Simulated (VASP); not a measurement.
# In (I4/mmm) in VASP: further runs

Runs on In. Level: PBEsol. Tasks: single point.

Program: VASP 6.6.1. These are calculated values, not measurements. Logs are shortened: lines on timing, memory, paths and dates and some standing lists are left out, and cuts for length are marked.

### Step 1. The cell of the first run

It takes space group I4/mmm (No. 139, tetragonal). The conventional cell has a = 3.252 Å, b = 3.252 Å, c = 4.874 Å, α = 90.00°, β = 90.00°, γ = 90.00°. In (site symmetry 4/mmm) has 12 In at 3.25 to 3.35 Å within 4.3 Å.

### Step 2. Single point, PBEsol (strain +0.000 along x and y, -0.015 along z)

Input file INCAR:

```
PREC = Accurate ; ENCUT = 520
EDIFF = 1E-7 ; ISMEAR = 0
SIGMA = 0.15 ; LREAL = F
LASPH = T ; NELM = 80
ALGO = Fast ; ISIF = 2
LWAVE = F ; LCHARG = F
GGA = PS ; NBANDS = 12
```

Input file KPOINTS:

```
regular mesh
0
Gamma
  20 20 20
```

Input file POSCAR:

```
In
1.0
   -1.6261500000      1.6261500000      2.4368407500
    1.6261500000     -1.6261500000      2.4368407500
    1.6261500000      1.6261500000     -2.4368407500
In
1
Direct
    0.0000000000      0.0000000000      0.0000000000
```

Potentials or basis: VASP PAW PBE potentials, release 64 (In_d).

The run is started by

```
$ cat potpaw_PBE.64/In_d/POTCAR > POTCAR
$ mpirun -np 1 vasp_std > vasp.out
```

OUTCAR:

```text
PREC = Accurate
   ENCUT = 520
   EDIFF = 1E-7
   ISMEAR = 0
   LREAL = F
   LASPH = T
   NELM = 80
   ISIF = 2
   GGA = PS

 ion  position               nearest neighbor table
   1  0.000  0.000  0.000-

  LATTYP: Found a body centered tetragonal cell.
 ALAT       =     3.2523000000
 C/A-ratio  =     1.4985338068

  Lattice vectors:

 A1 = (  -1.6261500000,   1.6261500000,   2.4368407500)
 A2 = (   1.6261500000,  -1.6261500000,   2.4368407500)
 A3 = (   1.6261500000,   1.6261500000,  -2.4368407500)

Analysis of symmetry for initial positions (statically):
=====================================================================
 Subroutine PRICEL returns:
 Original cell was already a primitive cell.

 Routine SETGRP: Setting up the symmetry group for a
 body centered tetragonal supercell.

 Subroutine GETGRP returns: Found 16 space group operations
 (whereof 16 operations were pure point group operations)
 out of a pool of 16 trial point group operations.

The static configuration has the point symmetry D_4h.

Analysis of symmetry for dynamics (positions and initial velocities):
=====================================================================
 Subroutine PRICEL returns:
 Original cell was already a primitive cell.

 Routine SETGRP: Setting up the symmetry group for a
 body centered tetragonal supercell.

 Subroutine GETGRP returns: Found 16 space group operations
 (whereof 16 operations were pure point group operations)
 out of a pool of 16 trial point group operations.

The dynamic configuration has the point symmetry D_4h.

 Subroutine INISYM returns: Found 16 space group operations
 (whereof 16 operations are pure point group operations),
 and found     1 'primitive' translations

----------------------------------------------------------------------------------------

                                     Primitive cell

  volume of cell :      25.7756

  direct lattice vectors                    reciprocal lattice vectors
    -1.626150000  1.626150000  2.436840750     0.000000000  0.307474710  0.205183699
     1.626150000 -1.626150000  2.436840750     0.307474710  0.000000000  0.205183699
     1.626150000  1.626150000 -2.436840750     0.307474710  0.307474710  0.000000000

  length of vectors
     3.350659709  3.350659709  3.350659709     0.369649899  0.369649899  0.434834905

  position of ions in fractional coordinates (direct lattice)
     0.000000000  0.000000000  0.000000000

  ion indices of the primitive-cell ions
   primitive index   ion index
                 1           1

----------------------------------------------------------------------------------------

 KPOINTS: regular mesh

Automatic generation of k-mesh.
 Grid dimensions read from file:
 generate k-points for:   20   20   20

 Generating k-lattice:

  Cartesian coordinates                     Fractional coordinates (reciprocal lattice)
     0.000000000  0.015373736  0.010259185     0.050000000  0.000000000 -0.000000000
     0.015373736  0.000000000  0.010259185     0.000000000  0.050000000 -0.000000000
     0.015373736  0.015373736  0.000000000     0.000000000  0.000000000  0.050000000

  Length of vectors
     0.018482495  0.018482495  0.021741745

  Shift w.r.t. Gamma in fractional coordinates (k-lattice)
     0.000000000  0.000000000  0.000000000

 Subroutine IBZKPT returns following result:
 ===========================================

 Found    641 irreducible k-points:

 Following reciprocal coordinates:
            Coordinates               Weight
  0.000000  0.000000  0.000000      1.000000
  0.050000  0.000000 -0.000000      8.000000
  0.100000  0.000000  0.000000      8.000000
  0.150000  0.000000 -0.000000      8.000000
  0.200000  0.000000  0.000000      8.000000
  0.250000  0.000000 -0.000000      8.000000
[... 16 lines left out ...]
 -0.400000  0.050000  0.000000     16.000000
 -0.350000  0.050000  0.000000     16.000000
 [... further k-points ...]
   k-points           NKPTS =    641   k-points in BZ     NKDIM =    641   number of bands    NBANDS=     12
   number of dos      NEDOS =    301   number of ions     NIONS =      1
   total plane-waves  NPLWV =  21952
   dimension x,y,z NGX =    28 NGY =   28 NGZ =   28
   dimension x,y,z NGXF=    56 NGYF=   56 NGZF=   56
   ions per type =               1
   NGX,Y,Z   is equivalent  to a cutoff of  13.89, 13.89, 13.89 a.u.
   NGXF,Y,Z  is equivalent  to a cutoff of  27.78, 27.78, 27.78 a.u.
 SYSTEM =  unknown system
   PREC   = accura    normal or accurate (medium, high low for compatibility)
   ISTART =      0    job   : 0-new  1-cont  2-samecut
   ICHARG =      2    charge: 1-file 2-atom 10-const
   ISPIN  =      1    spin polarized calculation?
   LNONCOLLINEAR =      F non collinear calculations
   LSORBIT =      F    spin-orbit coupling
   LASPH  =      T    aspherical Exc in radial PAW
   ENCUT  =  520.0 eV  38.22 Ry    6.18 a.u.   6.23  6.23  6.23*2*pi/ulx,y,z
   NELM   =     80;   NELMIN=  2; NELMDL= -5     # of ELM steps
   EDIFF  = 0.1E-06   stopping-criterion for ELM
   LREAL  =      F    real-space projection
   EDIFFG = 0.1E-05   stopping-criterion for IOM
   NSW    =      0    number of steps for IOM
   IBRION =     -1    ionic relax: 0-MD 1-quasi-New 2-CG
   NFREE  =      0    steps in history (QN), initial steepest desc. (CG)
   ISIF   =      2    stress and relaxation
   ISYM   =      2    0-nonsym 1-usesym 2-fastsym
   POTIM  = 0.5000    time-step for ionic-motion
   TEBEG  =    0.0;   TEEND  =   0.0 temperature during run
   PSTRESS=    0.0 pullay stress
   NELECT =      13.0000    total number of electrons
   NUPDOWN=      -1.0000    fix difference up-down
   EMIN   =  10.00;   EMAX   =-10.00  energy-range for DOS
   EFERMI =   0.00;   METHOD = LEGACY
   ISMEAR =     0;   SIGMA  =   0.15  broadening in eV -4-tet -1-fermi 0-gaus
   EFERMI_NEDOS =   21; number of points for ismear=-14 and -15
   IALGO  =     68    algorithm
   IMIX   =      4    mixing-type and parameters
     AMIX     =   0.40;   BMIX     =  1.00
     AMIX_MAG =   1.60;   BMIX_MAG =  1.00
  volume/ion in A,a.u.               =      25.78       173.94
  Fermi-wavevector in a.u.,A,eV,Ry     =   1.303126  2.462552 23.104571  1.698138
  Thomas-Fermi vector in A             =   2.434149
   LORBIT       =      0    0 simple, 1 ext, 2 COOP (PROOUT), +10 PAW based schemes
   GGA     = PS    functional components
   LHFCALC =     F    Hartree Fock is set to
   AEXX    =    0.0000 exact exchange contribution
   IVDW    =     0    specifies the selected vdW correction
   LEPSILON=     F    determine dielectric tensor
   LRPA    =     F    only Hartree local field effects (RPA)
 non-spin polarized calculation
 RMM-DIIS sequential band-by-band and
 Gauss-broadening in eV      SIGMA  =   0.15
  energy-cutoff  :      520.00
  volume of cell :       25.78
 maximum number of plane-waves:       709
 NGX is ok and might be reduce to    28
   NGX = 13   NGY = 13   NGZ = 13

 number of electron      13.0000005 magnetization

 Free energy of the ion-electron system (eV)
  ---------------------------------------------------
  ext. energy  EPLUGINS =         0.00000000
  ---------------------------------------------------
  free energy    TOTEN  =        -2.98640813 eV

  energy without entropy =       -2.98123482  energy(sigma->0) =       -2.98382147

 E-fermi :   7.5206     XC(G=0): -10.4761

 val. band max:        7.5190285959   @ k =   0.2500   0.2500   0.2000
 cond. band min:       7.5339957545   @ k =   0.2500   0.1500   0.1500
 fundamental gap:      0.0149671586
 Fermi energy:         7.5205670425

 k-point     1 :       0.0000    0.0000    0.0000
  band No.  band energies     occupation
      1      -7.0908      2.00000
      2      -7.0045      2.00000
      3      -7.0045      2.00000
      4      -6.8971      2.00000
      5      -6.8120      2.00000
      6      -2.1433      2.00000
      7      18.1770      0.00000
      8      18.1770      0.00000
      9      18.3229      0.00000
     10      19.1201      0.00000
     11      21.6494      0.00000
     12      21.7031      0.00000

 k-point     2 :       0.0500    0.0000   -0.0000
  band No.  band energies     occupation
      1      -7.0868      2.00000
      2      -7.0044      2.00000
      3      -7.0002      2.00000
      4      -6.8968      2.00000
      5      -6.8135      2.00000
      6      -2.0880      2.00000
      7      17.4357      0.00000
      8      18.0975      0.00000
      9      18.1417      0.00000
     10      18.9971      0.00000
     11      21.8347      0.00000
     12      21.8608      0.00000

 k-point     3 :       0.1000    0.0000    0.0000
  band No.  band energies     occupation
      1      -7.0770      2.00000
      2      -7.0044      2.00000
      3      -6.9883      2.00000
      4      -6.8942      2.00000
      5      -6.8171      2.00000
      6      -1.9212      2.00000
      7      15.8383      0.00000
      8      17.7899      0.00000
      9      17.8960      0.00000
     10      18.9388      0.00000
     11      22.1786      0.00000
     12      22.2947      0.00000

 k-point     4 :       0.1500    0.0000   -0.0000
  band No.  band energies     occupation
      1      -7.0672      2.00000
      2      -7.0057      2.00000
      3      -6.9726      2.00000
      4      -6.8840      2.00000
      5      -6.8198      2.00000
      6      -1.6410      2.00000
      7      14.0957      0.00000
      8      17.3519      0.00000
      9      17.6409      0.00000
     10      18.9049      0.00000
     11      21.5977      0.00000
     12      23.0287      0.00000

 k-point     5 :       0.2000    0.0000    0.0000
  band No.  band energies     occupation
      1      -7.0634      2.00000
      2      -7.0107      2.00000
      3      -6.9597      2.00000
      4      -6.8606      2.00000
      5      -6.8162      2.00000
      6      -1.2454      2.00000
      7      12.3657      0.00000
      8      16.8989      0.00000
      9      17.3829      0.00000
     10      18.8675      0.00000
     11      20.9897      0.00000
     12      22.9813      0.00000
[... 228 lines left out ...]
      1      -7.1035      2.00000
      2      -7.0532      2.00000
      3      -6.9891      2.00000
      4      -6.7144      2.00000
      5      -6.6758      2.00000
      6       3.1135      2.00000
      7       4.2559      2.00000
      8      15.1023      0.00000
      9      16.1537      0.00000
     10      18.0949      0.00000
     11      19.6134      0.00000
     12      21.2426      0.00000

 k-point    22 :      -0.4500    0.0500    0.0000
  band No.  band energies     occupation
      1      -7.0999      2.00000
      2      -7.0492      2.00000
      3      -6.9857      2.00000
      4      -6.7276      2.00000
      5      -6.6836      2.00000
      6       2.2003      2.00000
      7       5.3454      2.00000
      8      15.0974      0.00000
      9      16.3057      0.00000
     10      18.1398      0.00000
     11      19.7903      0.00000
     12      21.3622      0.00000

 k-point    23 :      -0.4000    0.0500    0.0000
  band No.  band energies     occupation
      1      -7.0917      2.00000
      2      -7.0419      2.00000
      3      -6.9780      2.00000
      4      -6.7506      2.00000
      5      -6.7051      2.00000
      6       1.2769      2.00000
      7       6.6627      2.00000
      8      15.1789      0.00000
      9      16.4889      0.00000
     10      18.3215      0.00000
     11      20.0494      0.00000
     12      21.2853      0.00000

 k-point    24 :      -0.3500    0.0500    0.0000
  band No.  band energies     occupation
      1      -7.0804      2.00000
      2      -7.0326      2.00000
      3      -6.9677      2.00000
      4      -6.7804      2.00000
      5      -6.7370      2.00000
      6       0.4531      2.00000
      7       8.0955      0.00000
      8      15.3483      0.00000
      9      16.6839      0.00000
     10      18.6274      0.00000
     11      20.3908      0.00000
     12      21.2138      0.00000

 [... further k-points ...]
[... 5 lines left out ...]
  --------------------------------------------------------------------------------------
  -------------------------------------------------------------------------------------
  Total       -0.0517150     -0.0517150     -0.0645113      0.0000000      0.0000000      0.0000000
  in kB       -3.2145386     -3.2145386     -4.0099436      0.0000000      0.0000000      0.0000000
  external PRESSURE =      -3.4796736 kB  Pullay stress =       0.0000000 kB

 VOLUME and BASIS-vectors are now :
 -----------------------------------------------------------------------------
  energy-cutoff  :      520.00
  volume of cell :       25.78
      direct lattice vectors                 reciprocal lattice vectors
    -1.626150000  1.626150000  2.436840750     0.000000000  0.307474710  0.205183699
     1.626150000 -1.626150000  2.436840750     0.307474710  0.000000000  0.205183699
     1.626150000  1.626150000 -2.436840750     0.307474710  0.307474710  0.000000000

 POSITION                                       TOTAL-FORCE (eV/Angst)
 -----------------------------------------------------------------------------------
      0.00000      0.00000      0.00000        -0.000000     -0.000000     -0.000000
 -----------------------------------------------------------------------------------
    total drift:                                0.000000     -0.000000     -0.000000

  FREE ENERGIE OF THE ION-ELECTRON SYSTEM (eV)
  ---------------------------------------------------
  free  energy   TOTEN  =        -2.9864081289 eV

  energy  without entropy=       -2.9812348194  energy(sigma->0) =       -2.98382147
```

Wall time 2.1 min (1 thread of Intel Xeon 6975P-C (Granite Rapids), shared host); peak memory 0.3 GiB.

What came out:

```yaml
Free_energy: -2.9864 eV
Pressure: -0.3 GPa
```

Levels at points of the mesh, in eV from the Fermi level:
```
           k point  band 2  band 3  band 4  band 5  band 6  band 7  band 8  band 9  band 10  band 11
(0.00, 0.00, 0.00)  -14.53  -14.53  -14.42  -14.33   -9.66   10.66   10.66   10.80    11.60    14.13
(0.50, 0.00, 0.00)  -14.58  -14.51  -14.23  -14.19   -4.33   -3.45    7.81    9.09    11.05    11.79
(0.50, 0.50, 0.00)  -14.69  -14.23  -14.20  -14.13   -2.07   -1.73    3.64    3.98     7.16     7.45
(0.50, 0.50, 0.50)  -14.69  -14.22  -14.18  -14.18   -2.75   -2.65    4.61    4.61     8.10     8.14
```

Caveat: the cell differs from its parent crystal (strain +0.000 along x and y, -0.015 along z); the PAW data sets were made with another functional, which shifts forces and pressure a little; spin-orbit coupling is left out, which moves the levels of the heavy elements.

### Step 3. Single point, PBEsol (strain +0.015 along x and y, -0.030 along z)

Input file INCAR:

```
PREC = Accurate
ENCUT = 520
EDIFF = 1E-7
ISMEAR = 0
SIGMA = 0.15
LREAL = F
LASPH = T
NELM = 100
ALGO = Fast
ISIF = 2
LWAVE = F
LCHARG = F
GGA = PS
NBANDS = 12
```

KPOINTS is that of step 2.

Input file POSCAR:

```
In
1.0
   -1.6505422500      1.6505422500      2.3997315000
    1.6505422500     -1.6505422500      2.3997315000
    1.6505422500      1.6505422500     -2.3997315000
In
1
Direct
    0.0000000000      0.0000000000      0.0000000000
```

Potentials or basis: VASP PAW PBE potentials, release 64 (In_d).

The run is started by

```
$ cat potpaw_PBE.64/In_d/POTCAR > POTCAR
$ mpirun -np 1 vasp_std > vasp.out
```

Wall time 2.5 min (1 thread of Intel Xeon 6975P-C (Granite Rapids), shared host); peak memory 0.31 GiB.

Results (log left out):

* Free energy: -2.9850 eV
* Pressure: -1.0 GPa

Levels at points of the mesh, in eV from the Fermi level:
| k point | band 3 | band 4 | band 5 | band 6 | band 7 | band 8 | band 9 | band 10 |
| --- | --- | --- | --- | --- | --- | --- | --- | --- |
| (0.00, 0.00, 0.00) | -14.53 | -14.39 | -14.35 | -9.57 | 10.53 | 10.53 | 10.60 | 11.53 |
| (0.50, 0.00, 0.00) | -14.52 | -14.22 | -14.21 | -4.34 | -3.40 | 8.10 | 8.67 | 10.88 |
| (0.50, 0.50, 0.00) | -14.23 | -14.19 | -14.16 | -2.13 | -1.95 | 3.82 | 3.97 | 7.22 |
| (0.50, 0.50, 0.50) | -14.22 | -14.18 | -14.18 | -2.43 | -2.41 | 4.27 | 4.27 | 7.67 |

Caveat: the cell differs from its parent crystal (strain +0.015 along x and y, -0.030 along z); the PAW data sets were made with another functional, which shifts forces and pressure a little; spin-orbit coupling is left out, which moves the levels of the heavy elements.
